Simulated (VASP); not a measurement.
Input of a VASP 6.6.1 run:

The input INCAR:

```
  PREC = Accurate
  ENCUT = 520
  EDIFF = 1E-6
  ISMEAR = 0
  SIGMA = 0.1
  LREAL = False
  LASPH = True
  NELM = 100
  ALGO = Normal
  ISIF = 2
  LWAVE = False
  LCHARG = True
  GGA = PE
  LELF = True
  LVHAR = True
  NBANDS = 54
```

File KPOINTS:

```
regular mesh
0
Gamma
  15 15 2
```

File POSCAR:

```
Au
1.0
    2.8564309232      0.0000000000      0.0000000000
   -1.4282154616      2.4737417437      0.0000000000
    0.0000000000      0.0000000000     21.2367744970
Au
8
Direct
    0.0000000000      0.0000000000      0.0657556356
    0.0000000000      0.0000000000      0.5657556356
    0.0000000000      0.0000000000      0.4342443644
    0.0000000000      0.0000000000      0.9342443644
    0.3333333333      0.6666666667      0.1842737823
    0.6666666667      0.3333333333      0.6842737823
    0.3333333333      0.6666666667      0.3157262177
    0.6666666667      0.3333333333      0.8157262177
```

Potentials or basis: VASP PAW PBE potentials, release 64 (Au).

Command:

```sh
$ cat potpaw_PBE.64/Au/POTCAR > POTCAR
$ mpirun -np 1 vasp_std > vasp.out
```

(1) Estimate the band gap on the k mesh.

(2) What does it give for the pressure?

Answers

(1) zero (band 44 reaches 10.72 eV, above the bottom of band 45 at 5.84 eV).

(2) -0.2 GPa.

Caveat: spin-orbit coupling is left out, which moves the levels of the heavy elements.
